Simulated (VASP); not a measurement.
The system is C.

```
C
1.0
     0.00000    2.12700    3.34800
     1.22800    0.00000    3.34800
     1.22800    2.12700    0.00000
C
2
Direct
  0.16667 0.83333 0.16667
  0.83333 0.16667 0.83333
```

| Quantity | Value |
| --- | --- |
| Program | VASP 6.6.1 |
| Task | relaxation of cell and atoms |
| Functional | PBEsol |
| Potentials or basis | VASP PAW PBE potentials, release 64 (C) |
| Cutoff | 600 eV |
| k mesh | 15 × 15 × 15 |
| Occupations | fermi-dirac, width 0.1 eV |
| Spin | no spin polarisation |

At the start: pressure 1.7 GPa; volume 8.74 Å³/atom.

Q: Where does the relaxation end?

A: Over 42 steps the energy falls by 2.6 meV/atom and the volume is 9.43 Å³/atom (+7.9 %); space group Fmmm (No. 69, to 0.05 Å).

The path:
| step | energy change (eV) | largest force (eV/Å) | pressure (GPa) | volume (Å³) |
| --- | --- | --- | --- | --- |
| 1 | 0.0000 | 0.0012 | 1.71 | 17.49 |
| 3 | -0.0005 | 0.0059 | 0.11 | 17.58 |
| 5 | -0.0026 | 0.0873 | 0.04 | 17.89 |
| 7 | -0.0038 | 0.1938 | 0.01 | 18.39 |
| 9 | -0.0047 | 0.0970 | 0.19 | 18.62 |
| 11 | -0.0052 | 0.0365 | 0.08 | 18.74 |
| 13 | -0.0052 | 0.0245 | 0.07 | 18.76 |
| 15 | -0.0052 | 0.0058 | 0.07 | 18.77 |
| 17 | -0.0052 | 0.0104 | 0.00 | 18.78 |
| 19 | -0.0052 | 0.0062 | -0.02 | 18.78 |
| 21 | -0.0052 | 0.0083 | -0.01 | 18.78 |
| 23 | -0.0052 | 0.0003 | 0.03 | 18.78 |
| 25 | -0.0052 | 0.0041 | 0.06 | 18.78 |
| 27 | -0.0052 | 0.0014 | 0.08 | 18.78 |
| 29 | -0.0052 | 0.0077 | -0.01 | 18.80 |
| 31 | -0.0052 | 0.0124 | -0.03 | 18.81 |
| 33 | -0.0052 | 0.0155 | -0.05 | 18.81 |
| 35 | -0.0052 | 0.0098 | -0.08 | 18.82 |
| 37 | -0.0052 | 0.0126 | -0.16 | 18.87 |
| 39 | -0.0052 | 0.0072 | -0.13 | 18.86 |
| 41 | -0.0052 | 0.0037 | -0.02 | 18.87 |
| 42 | -0.0052 | 0.0006 | -0.02 | 18.87 |

Final structure:
```
C
1.0
     0.00000    2.13015    3.60005
     1.23031    0.00000    3.60005
     1.23031    2.13015    0.00000
C
2
Direct
  0.16668 0.83332 0.16668
  0.83332 0.16668 0.83332
```

Caveat: the PAW data sets were made with another functional, which shifts forces and pressure a little.
